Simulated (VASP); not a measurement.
# MgS (Fm-3m) in VASP: further runs, part 2 of 2

VASP 6.6.1. Earlier steps stand in the parts before.

## (3) Single point, PBE

This run uses another cell than the first one, of 17.61 Å³/atom, 0.985 times its volume.

The input, INCAR:

```
ALGO     = Normal         # electronic algorithm
EDIFF    = 1E-6           # SCF threshold, eV
ENCUT    = 520            # plane-wave cutoff, eV
GGA      = PE             # functional
ISIF     = 2              # what is computed and relaxed
ISMEAR   = -1             # smearing method
LASPH    = True           # aspherical terms in the spheres
LCHARG   = False          # write CHGCAR
LREAL    = False          # projectors in reciprocal space
LWAVE    = False          # write WAVECAR
NBANDS   = 11             # bands
NELM     = 60             # most SCF steps
PREC     = Accurate       # precision mode
SIGMA    = 0.02           # smearing width, eV
```

The input, KPOINTS:

```
k-points
0
Gamma
  8 8 8
```

The input, POSCAR:

```
MgS
1.0
    0.0000000000      2.6015176528      2.6015176528
    2.6015176528      0.0000000000      2.6015176528
    2.6015176528      2.6015176528      0.0000000000
Mg S
1 1
Direct
    0.0000000000      0.0000000000      0.0000000000
    0.5000000000      0.5000000000      0.5000000000
```

Potentials or basis: VASP PAW PBE potentials, release 64 (Mg, S).

The run is started by

```bash
> cat potpaw_PBE.64/Mg/POTCAR potpaw_PBE.64/S/POTCAR > POTCAR
> mpirun -np 1 vasp_std > vasp.out
```

OUTCAR:

```text
EDIFF = 1E-6
   ENCUT = 520
   GGA = PE
   ISIF = 2
   ISMEAR = -1
   LASPH = True
   LREAL = False
   NELM = 60
   PREC = Accurate

 ion  position               nearest neighbor table
   1  0.000  0.000  0.000-   2 2.60   2 2.60   2 2.60   2 2.60   2 2.60   2 2.60
   2  0.500  0.500  0.500-   1 2.60   1 2.60   1 2.60   1 2.60   1 2.60   1 2.60

  LATTYP: Found a face centered cubic cell.
 ALAT       =     5.2030353056

  Lattice vectors:

 A1 = (   0.0000000000,   2.6015176528,   2.6015176528)
 A2 = (   2.6015176528,   0.0000000000,   2.6015176528)
 A3 = (   2.6015176528,   2.6015176528,   0.0000000000)

Analysis of symmetry for initial positions (statically):
=====================================================================
 Subroutine PRICEL returns:
 Original cell was already a primitive cell.

 Routine SETGRP: Setting up the symmetry group for a
 face centered cubic supercell.

 Subroutine GETGRP returns: Found 48 space group operations
 (whereof 48 operations were pure point group operations)
 out of a pool of 48 trial point group operations.

The static configuration has the point symmetry O_h .

Analysis of symmetry for dynamics (positions and initial velocities):
[... 162 lines left out ...]
 fundamental gap:      2.7758040505
 Fermi energy:         4.1096732271

 k-point     1 :       0.0000    0.0000    0.0000
  band No.  band energies     occupation
      1      -8.9411      2.00000
      2       3.7265      2.00000
      3       3.7265      2.00000
      4       3.7265      2.00000
      5       7.4379      0.00000
      6      11.6811      0.00000
      7      11.6811      0.00000
      8      11.6811      0.00000
      9      14.0765      0.00000
     10      14.0765      0.00000
     11      16.2651      0.00000
[... 309 lines left out ...]
 k-point    24 :      -0.3750    0.2500    0.1250
  band No.  band energies     occupation
      1      -7.4397      2.00000
      2      -0.5766      2.00000
      3       1.5918      2.00000
      4       2.5780      2.00000
      5       9.2980      0.00000
      6       9.8369      0.00000
      7      12.1449      0.00000
      8      13.1479      0.00000
      9      15.9936      0.00000
     10      17.0265      0.00000
     11      19.2883      0.00000

 [... further k-points ...]
[... 5 lines left out ...]
  --------------------------------------------------------------------------------------
  -------------------------------------------------------------------------------------
  Total        0.1919212      0.1919212      0.1919212     -0.0000000     -0.0000000     -0.0000000
  in kB        8.7321927      8.7321927      8.7321927     -0.0000000     -0.0000000     -0.0000000
  external PRESSURE =       8.7321927 kB  Pullay stress =       0.0000000 kB

 VOLUME and BASIS-vectors are now :
 -----------------------------------------------------------------------------
  energy-cutoff  :      520.00
  volume of cell :       35.21
      direct lattice vectors                 reciprocal lattice vectors
     0.000000000  2.601517653  2.601517653    -0.192195505  0.192195505  0.192195505
     2.601517653  0.000000000  2.601517653     0.192195505 -0.192195505  0.192195505
     2.601517653  2.601517653  0.000000000     0.192195505  0.192195505 -0.192195505

 POSITION                                       TOTAL-FORCE (eV/Angst)
 -----------------------------------------------------------------------------------
      0.00000      0.00000      0.00000        -0.000000     -0.000000     -0.000000
      2.60152      2.60152      2.60152         0.000000      0.000000      0.000000
 -----------------------------------------------------------------------------------
    total drift:                                0.000000      0.000000      0.000000

  FREE ENERGIE OF THE ION-ELECTRON SYSTEM (eV)
  ---------------------------------------------------
  free  energy   TOTEN  =        -8.5018495934 eV

  energy  without entropy=       -8.5018495934  energy(sigma->0) =       -8.50184959
```

OSZICAR:

```text
N       E                     dE             d eps       ncg     rms          rms(c)
DAV:   1     0.208949043435E+02    0.20895E+02   -0.35487E+03   678   0.590E+02
DAV:   2    -0.760610393597E+01   -0.28501E+02   -0.27160E+02   810   0.101E+02
DAV:   3    -0.889984895145E+01   -0.12937E+01   -0.12920E+01   777   0.225E+01
DAV:   4    -0.890726918151E+01   -0.74202E-02   -0.74199E-02   779   0.205E+00
DAV:   5    -0.890733352595E+01   -0.64344E-04   -0.64344E-04   791   0.182E-01    0.441E+00
DAV:   6    -0.854215274816E+01    0.36518E+00   -0.78935E-01   718   0.350E+00    0.346E+00
DAV:   7    -0.850204609627E+01    0.40107E-01   -0.21751E-01   781   0.202E+00    0.227E+00
DAV:   8    -0.850212202380E+01   -0.75928E-04   -0.14569E-02   689   0.734E-01    0.982E-01
DAV:   9    -0.850183783489E+01    0.28419E-03   -0.76006E-04   719   0.159E-01    0.353E-01
DAV:  10    -0.850185364819E+01   -0.15813E-04   -0.24095E-04   739   0.710E-02    0.477E-02
DAV:  11    -0.850184971504E+01    0.39331E-05   -0.22644E-05   752   0.208E-02    0.205E-02
DAV:  12    -0.850184959339E+01    0.12165E-06   -0.76821E-07   512   0.542E-03
   1 F= -.85018496E+01 E0= -.85018496E+01  d E =-.241571E-10
```

stdout:

```text
POSCAR found type information on POSCAR MgS
 POSCAR found :  2 types and       2 ions
 scaLAPACK will be used
 LDA part: xc-table for (Slater+PW92), standard interpolation
 POSCAR, INCAR and KPOINTS ok, starting setup
 FFT: planning ... GRIDC
 FFT: planning ... GRID_SOFT
 FFT: planning ... GRID
 WAVECAR not read
 entering main loop
```

Run time: 5.1 s. Hardware: 1 thread of Intel Xeon 6975P-C (Granite Rapids), shared host; peak memory 0.16 GiB.

What came out:

```yaml
Free_energy: -8.5018 eV
Pressure: 0.9 GPa
Band_gap_on_the_k_mesh: 2.78 eV, indirect (least direct gap 3.71 eV)
```

Levels at points of the mesh, in eV from the valence-band top:
| k point | band 2 | band 3 | band 4 | band 5 | band 6 | band 7 |
| --- | --- | --- | --- | --- | --- | --- |
| (0.00, 0.00, 0.00) | 0.00 | 0.00 | 0.00 | 3.71 | 7.95 | 7.95 |
| (0.50, 0.00, 0.00) | -4.83 | -0.59 | -0.59 | 4.55 | 6.91 | 6.91 |
| (0.50, 0.50, 0.00) | -4.19 | -1.68 | -1.68 | 2.78 | 4.40 | 12.01 |

A k mesh can miss the band edges. A hybrid or GW would open this gap; PBE tends to underestimate it.
